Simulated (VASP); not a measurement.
# CuO (C2/c) in VASP: notebook

CuO is run at these levels: PBE+U; tasks: single point.

Everything below comes from runs of VASP 6.6.1. Logs are shortened: lines on timing, memory, paths and dates and some standing lists are left out, and cuts for length are marked.

## Step 1: The cell of the first run

It takes space group C2/c (No. 15, monoclinic). The conventional cell has a = 4.683 Å, b = 3.420 Å, c = 5.124 Å, α = 90.00°, β = 99.71°, γ = 90.00°. O (site symmetry 2) has 6 Cu at 1.95 to 2.78 Å and 6 O at 2.62 to 2.90 Å within 2.9 Å. Within 2.6 Å of Cu (site symmetry -1) lie 4 O at 1.95 to 1.96 Å.

## Step 2: Single point, PBE+U, collinear spin

INCAR reads:

```
PREC = Accurate ; ENCUT = 700
EDIFF = 1E-6 ; ISMEAR = -1
SIGMA = 0.1 ; LREAL = False
LASPH = True ; NELM = 200
ALGO = Normal ; ISIF = 2
LWAVE = False ; LCHARG = False
ISPIN = 2 ; MAGMOM = 0 0 1.4 -1.4
LORBIT = 11 ; LMAXMIX = 4
LDAU = True ; LDAUTYPE = 2
LDAUL = -1 2 ; LDAUU = 0 4
LDAUJ = 0 0 ; LDAUPRINT = 1
GGA = PE ; NBANDS = 37
GGA_COMPAT = False
```

KPOINTS reads:

```
regular mesh
0
Gamma
  7 7 4
```

POSCAR reads:

```
CuO
1.0
    2.3415000000     -1.7101500000      0.0000000000
    2.3415000000      1.7101500000      0.0000000000
   -0.8640400000      0.0000000000      5.0511300000
O Cu
2 2
Direct
    0.5830000000      0.4170000000      0.2500000000
    0.4170000000      0.5830000000      0.7500000000
    0.0000000000      0.5000000000      0.0000000000
    0.5000000000      0.0000000000      0.5000000000
```

Potentials or basis: VASP PAW PBE potentials, release 64 (O, Cu_sv_GW).

Run with:

```bash
> cat potpaw_PBE.64/O/POTCAR potpaw_PBE.64/Cu_sv_GW/POTCAR > POTCAR
> mpirun -np 1 vasp_std > vasp.out
```

OUTCAR:

```text
PREC = Accurate
   ENCUT = 700
   EDIFF = 1E-6
   ISMEAR = -1
   LREAL = False
   LASPH = True
   NELM = 200
   ISIF = 2
   ISPIN = 2
   LORBIT = 11
   GGA = PE

 ion  position               nearest neighbor table
   1  0.583  0.417  0.250-   4 1.95   3 1.95   4 1.96   3 1.96
   2  0.417  0.583  0.750-   3 1.95   4 1.95   4 1.96   3 1.96
   3  0.000  0.500  0.000-   1 1.95   2 1.95   2 1.96   1 1.96
   4  0.500  0.000  0.500-   2 1.95   1 1.95   2 1.96   1 1.96

  LATTYP: Found a base centered monoclinic cell.
 ALAT       =     4.6830000000
 B/A-ratio  =     0.7303651505
 C/A-ratio  =     1.0942767383
 COS(beta)  =    -0.1686096874

  Lattice vectors:

 A1 = (   2.3415000000,  -1.7101500000,   0.0000000000)
 A2 = (   2.3415000000,   1.7101500000,   0.0000000000)
 A3 = (  -0.8640400000,   0.0000000000,   5.0511300000)

Analysis of symmetry for initial positions (statically):
=====================================================================
 Subroutine PRICEL returns:
 Original cell was already a primitive cell.

 Routine SETGRP: Setting up the symmetry group for a
 base centered monoclinic supercell.

 Subroutine GETGRP returns: Found  4 space group operations
 (whereof  2 operations were pure point group operations)
 out of a pool of  4 trial point group operations.

The static configuration has the point symmetry S_2 .
 The point group associated with its full space group is C_2h.

Analysis of symmetry for dynamics (positions and initial velocities):
=====================================================================
 Subroutine PRICEL returns:
 Original cell was already a primitive cell.

 Routine SETGRP: Setting up the symmetry group for a
 base centered monoclinic supercell.

 Subroutine GETGRP returns: Found  4 space group operations
 (whereof  2 operations were pure point group operations)
 out of a pool of  4 trial point group operations.

The dynamic configuration has the point symmetry S_2 .
 The point group associated with its full space group is C_2h.

[... 220 lines left out ...]
  o =  0.9477  v = -0.0944  0.6947 -0.3821 -0.5614 -0.2176  0.0000  0.0000  0.0000  0.0000  0.0000      0.0000  0.0000  0.0000  0.0000  0.0000  0.0000  0.0000  0.0000  0.0000  0.0000
  o =  0.9481  v = -0.1526  0.3258 -0.0271  0.0873  0.9286  0.0000  0.0000  0.0000  0.0000  0.0000      0.0000  0.0000  0.0000  0.0000  0.0000  0.0000  0.0000  0.0000  0.0000  0.0000
  o =  0.9482  v =  0.0000  0.0000  0.0000  0.0000  0.0000  0.1389 -0.8054  0.3497  0.4135 -0.1968      0.0000  0.0000  0.0000  0.0000  0.0000  0.0000  0.0000  0.0000  0.0000  0.0000
  o =  0.9547  v =  0.0000  0.0000  0.0000  0.0000  0.0000  0.4658 -0.2557 -0.8341  0.1019  0.1070      0.0000  0.0000  0.0000  0.0000  0.0000  0.0000  0.0000  0.0000  0.0000  0.0000
  o =  0.9550  v = -0.4623  0.2304  0.8332 -0.1588 -0.1175  0.0000  0.0000  0.0000  0.0000  0.0000      0.0000  0.0000  0.0000  0.0000  0.0000  0.0000  0.0000  0.0000  0.0000  0.0000
  o =  0.9816  v =  0.0000  0.0000  0.0000  0.0000  0.0000 -0.1204 -0.4968  0.0219 -0.8120  0.2808      0.0000  0.0000  0.0000  0.0000  0.0000  0.0000  0.0000  0.0000  0.0000  0.0000

 number of electron      49.9999994 magnetization       0.0000000

 Free energy of the ion-electron system (eV)
  ---------------------------------------------------
  ext. energy  EPLUGINS =         0.00000000
  ---------------------------------------------------
  free energy    TOTEN  =       -16.63410683 eV

  energy without entropy =      -16.63267835  energy(sigma->0) =      -16.63339259

 E-fermi :   5.7313     XC(G=0): -12.2527

 val. band max:        5.3316512352   @ k =   0.0000   0.0000   0.0000
 cond. band min:       6.1178647588   @ k =   0.2857   0.1429   0.5000
 fundamental gap:      0.7862135236
 Fermi energy:         5.7313140068

 spin component 1

 k-point     1 :       0.0000    0.0000    0.0000
  band No.  band energies     occupation
      1    -107.1467      1.00000
      2    -106.3130      1.00000
      3     -64.9024      1.00000
      4     -64.8769      1.00000
      5     -63.8220      1.00000
      6     -63.8140      1.00000
[... 1913 lines left out ...]
     36      23.9470      0.00000
     37      25.8280      0.00000

 [... further k-points ...]

------------------------ aborting loop because EDIFF is reached ----------------------------------------

  FORCE on cell =-STRESS in cart. coord.  units (eV):
  Direction    XX          YY          ZZ          XY          YZ          ZX
  --------------------------------------------------------------------------------------
  -------------------------------------------------------------------------------------
  Total        0.7790391      0.8956706      1.0924695      0.0000000      0.0000000     -0.0602613
  in kB       30.8548144     35.4741498     43.2686134      0.0000000      0.0000000     -2.3867233
  external PRESSURE =      36.5325258 kB  Pullay stress =       0.0000000 kB

 VOLUME and BASIS-vectors are now :
 -----------------------------------------------------------------------------
  energy-cutoff  :      700.00
  volume of cell :       40.45
      direct lattice vectors                 reciprocal lattice vectors
     2.341500000 -1.710150000  0.000000000     0.213538330 -0.292372014  0.036527601
     2.341500000  1.710150000  0.000000000     0.213538330  0.292372014  0.036527601
    -0.864040000  0.000000000  5.051130000     0.000000000  0.000000000  0.197975503

 POSITION                                       TOTAL-FORCE (eV/Angst)
 -----------------------------------------------------------------------------------
      2.12549     -0.28388      1.26278         0.000000      0.019754      0.000000
      1.69347      0.28388      3.78835        -0.000000     -0.019754     -0.000000
      1.17075      0.85508      0.00000        -0.000000     -0.000000      0.000000
      0.73873     -0.85508      2.52556        -0.000000     -0.000000      0.000000
 -----------------------------------------------------------------------------------
    total drift:                               -0.000000     -0.000000      0.000000

  FREE ENERGIE OF THE ION-ELECTRON SYSTEM (eV)
  ---------------------------------------------------
  free  energy   TOTEN  =       -16.6341068322 eV

  energy  without entropy=      -16.6326783493  energy(sigma->0) =      -16.63339259

 total charge

# of ion       s       p       d       f       tot
--------------------------------------------------
    1        1.557   3.443   0.000   0.000   5.000
    2        1.557   3.443   0.000   0.000   5.000
    3        2.242   6.379   8.868   0.013  17.501
    4        2.242   6.379   8.868   0.013  17.501
--------------------------------------------------
tot          7.599  19.644  17.735   0.026  45.004

 magnetization (x)

# of ion       s       p       d       f       tot
--------------------------------------------------
    1        0.000   0.000   0.000   0.000   0.000
    2        0.000   0.000   0.000   0.000   0.000
    3       -0.004  -0.007   0.628   0.000   0.618
    4        0.004   0.007  -0.628  -0.000  -0.618
--------------------------------------------------
tot          0.000   0.000   0.000   0.000   0.000
```

It took 3.1 min on 1 thread of Intel Xeon 6975P-C (Granite Rapids), shared host; peak memory 0.36 GiB.

What came out:

```yaml
Free_energy: -16.6341 eV
Pressure: 3.7 GPa
Largest_force: 0.020 eV/Å
Band_gap_on_the_k_mesh: 0.79 eV (least direct gap 1.03 eV)
Net_moment: 0.00 μB per cell
Site_moments: O +0.00; Cu +0.62, -0.62 μB
Valence_electrons_inside_the_program's_atomic_spheres: O 5.00; Cu 17.50
```

Forces on the atoms (eV/Å):
```
O    0.000  0.020  0.000
O    0.000 -0.020  0.000
Cu   0.000  0.000  0.000
Cu   0.000  0.000  0.000
```

Levels at points of the mesh, in eV from the valence-band top:
Spin up:
```tsv
k point	band 21	band 22	band 23	band 24	band 25	band 26	band 27	band 28	band 29	band 30
(0.00, 0.00, 0.00)	-2.60	-2.49	-2.31	-1.97	0.00	1.91	2.07	6.49	8.62	13.80
(0.00, 0.00, 0.50)	-3.06	-2.88	-1.59	-1.57	-0.35	1.77	4.26	4.36	12.08	12.10
```
Spin down:
| k point | band 21 | band 22 | band 23 | band 24 | band 25 | band 26 | band 27 | band 28 | band 29 | band 30 |
| --- | --- | --- | --- | --- | --- | --- | --- | --- | --- | --- |
| (0.00, 0.00, 0.00) | -2.60 | -2.49 | -2.31 | -1.97 | 0.00 | 1.91 | 2.07 | 6.49 | 8.62 | 13.80 |
| (0.00, 0.00, 0.50) | -3.06 | -2.88 | -1.59 | -1.57 | -0.35 | 1.77 | 4.26 | 4.36 | 12.08 | 12.10 |

Eigenvalues of the final occupation matrices:
| site | spin | trace | eigenvalues |
| --- | --- | --- | --- |
| site 3 d | 1 | 4.76 | 0.93 0.95 0.95 0.95 0.98 |
| site 3 d | 2 | 4.13 | 0.36 0.93 0.95 0.95 0.95 |
| site 4 d | 1 | 4.13 | 0.36 0.93 0.95 0.95 0.95 |
| site 4 d | 2 | 4.76 | 0.93 0.95 0.95 0.95 0.98 |

Caveat: the cell stands under pressure; an odd mesh through Γ misses points on the zone boundary, where band edges can lie.

## Step 3: Single point, PBE+U, collinear spin

INCAR reads:

```
SYSTEM = CuO
PREC = Accurate
ENCUT = 700
EDIFF = 1E-6
ISMEAR = -1
SIGMA = 0.1
LREAL = .False.
LASPH = .True.
NELM = 200
ALGO = Normal
ISIF = 2
LWAVE = .False.
LCHARG = .False.
ISPIN = 2
MAGMOM = 0 0 1 0
LORBIT = 11
LMAXMIX = 4
LDAU = .True.
LDAUTYPE = 2
LDAUL = -1 2
LDAUU = 0 4
LDAUJ = 0 0
LDAUPRINT = 1
GGA = PE
NBANDS = 37
GGA_COMPAT = .False.
```

KPOINTS reads:

```
Automatic mesh
0
Gamma
  7 7 4
  0 0 0
```

POSCAR is that of step 2.

Potentials or basis: VASP PAW PBE potentials, release 64 (O, Cu_sv_GW).

Run with:

```bash
> cat potpaw_PBE.64/O/POTCAR potpaw_PBE.64/Cu_sv_GW/POTCAR > POTCAR
> mpirun -np 1 vasp_std > vasp.out
```

Wall time 14 min (1 thread of Intel Xeon Platinum 8488C (Sapphire Rapids), shared host); peak memory 0.47 GiB.

Results (log left out):

```yaml
Free_energy: -16.6341 eV
Pressure: 3.6 GPa
Largest_force: 0.020 eV/Å
Band_gap_on_the_k_mesh: 0.78 eV (least direct gap 1.03 eV)
Net_moment: 0.00 μB per cell
Site_moments: O -0.00; Cu +0.62, -0.62 μB
Valence_electrons_inside_the_program's_atomic_spheres: O 5.00; Cu 17.50
```

Forces on the atoms (eV/Å):
```
O    0.000  0.020  0.000
O    0.000 -0.020  0.000
Cu   0.000  0.000  0.000
Cu   0.000  0.000  0.000
```

Stress tensor (GPa, compression positive):
```
 3.02 -0.01 -0.24
-0.01  3.48 -0.01
-0.24 -0.01  4.26
```

Levels at points of the mesh, in eV from the valence-band top:
Spin up:
| k point | band 23 | band 24 | band 25 | band 26 | band 27 | band 28 |
| --- | --- | --- | --- | --- | --- | --- |
| (0.00, 0.00, 0.00) | -2.31 | -1.97 | 0.00 | 1.91 | 2.07 | 6.49 |
| (0.00, 0.00, 0.50) | -1.59 | -1.57 | -0.36 | 1.77 | 4.26 | 4.36 |
Spin down:
| k point | band 21 | band 22 | band 23 | band 24 | band 25 | band 26 | band 27 | band 28 | band 29 | band 30 |
| --- | --- | --- | --- | --- | --- | --- | --- | --- | --- | --- |
| (0.00, 0.00, 0.00) | -2.60 | -2.49 | -2.31 | -1.97 | 0.00 | 1.91 | 2.07 | 6.49 | 8.62 | 13.80 |
| (0.00, 0.00, 0.50) | -3.06 | -2.88 | -1.59 | -1.57 | -0.35 | 1.77 | 4.26 | 4.36 | 12.07 | 12.10 |

Eigenvalues of the final occupation matrices:
```
    site  spin  trace               eigenvalues
site 3 d     1   4.76  0.93 0.95 0.95 0.95 0.98
site 3 d     2   4.13  0.36 0.93 0.95 0.95 0.95
site 4 d     1   4.13  0.36 0.93 0.95 0.95 0.96
site 4 d     2   4.76  0.93 0.95 0.95 0.95 0.98
```

Caveat: the cell stands under pressure; an odd mesh through Γ misses points on the zone boundary, where band edges can lie.
